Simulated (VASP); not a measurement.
Write the native input for VASP 6.6.1 that does the following.

```
Task                   : single point
Functional             : PBEsol
Potentials or basis    : VASP PAW PBE potentials, release 64 (Sr_sv, Al, Ge_d, H)
Cutoff                 : 520 eV
k mesh                 : 2 × 2 × 2
Occupations            : gaussian, width 0.1 eV
Spin                   : no spin polarisation
Dipole correction      : no
Further INCAR settings : LREAL = Auto; ALGO = Normal; EDIFF = 1e-06; NBANDS = 104
```

The structure of Sr4Al8Ge8H (a cell with a defect) lies in POSCAR:

```
Sr4Al8Ge8H
1.0
   -4.2279640000     -7.3230480000      0.0000000000
    6.3419450000     -3.6615240000      0.0000000000
    0.0000000000      0.0000000000      7.4707450000
Sr Al Ge H
4 8 8 1
Direct
    0.7486609081      0.5056646451      0.0002525853
    0.4996834609      0.0050610158      0.0006257743
    0.2506636949      0.5055263138      0.0001294382
   -0.0003238748      0.0044071131      0.0016100135
    0.4995288312      0.6676953072      0.3791046275
    0.4996998996      0.3386719983      0.6231130898
    0.2511438877      0.1719953919      0.3784072405
    0.2517015924      0.8377979108      0.6228845985
   -0.0004618583      0.6692825749      0.3811044280
   -0.0002833645      0.3387444932      0.6241654614
    0.7482779929      0.1719771168      0.3783905086
    0.7476268910      0.8379744038      0.6229077555
    0.4996921112      0.6704557131      0.7278801512
    0.4996938152      0.3364763431      0.2732499905
    0.2497366598      0.1713533635      0.7264205913
    0.2538608940      0.8389030054      0.2740382653
   -0.0003725482      0.6724681276      0.7251917981
   -0.0002438601      0.3386032153      0.2732940289
    0.7496705334      0.1714828853      0.7264389295
    0.7452918035      0.8389381987      0.2741545857
    1.0013774840     -0.0932050100      0.3177717885
```

One way to write it, as run:

INCAR

```
SYSTEM = Sr4Al8Ge8H
PREC = Accurate
ENCUT = 520
EDIFF = 1E-6
ISMEAR = 0
SIGMA = 0.1
LREAL = Auto
LASPH = .TRUE.
NELM = 60
ALGO = Normal
ISIF = 2
LWAVE = .FALSE.
LCHARG = .FALSE.
GGA = PS
NBANDS = 104
```

KPOINTS

```
Automatic mesh
0
G
  2 2 2
  0 0 0
```

Potentials or basis: VASP PAW PBE potentials, release 64 (Sr_sv, Al, Ge_d, H).

Command:

```console
$ cat potpaw_PBE.64/Sr_sv/POTCAR potpaw_PBE.64/Al/POTCAR potpaw_PBE.64/Ge_d/POTCAR potpaw_PBE.64/H/POTCAR > POTCAR
$ mpirun -np 1 vasp_std > vasp.out
```

Results of the run:

| Quantity | Value |
| --- | --- |
| Pressure | -0.5 GPa |
| Largest force | 0.032 eV/Å |
| Band gap on the k mesh | zero (an odd number of electrons rules out a gap without spin polarisation) |

Caveat: the k points lie up to 0.43 Å⁻¹ apart, too coarse for converged energies and pressures of a metal; the PAW data sets were made with another functional, which shifts forces and pressure a little.

It took 10 min on 1 thread of Intel(R) Xeon(R) Platinum 8375C CPU @ 2.90GHz (Ice Lake) (shared host), peak memory 0.59 GiB.
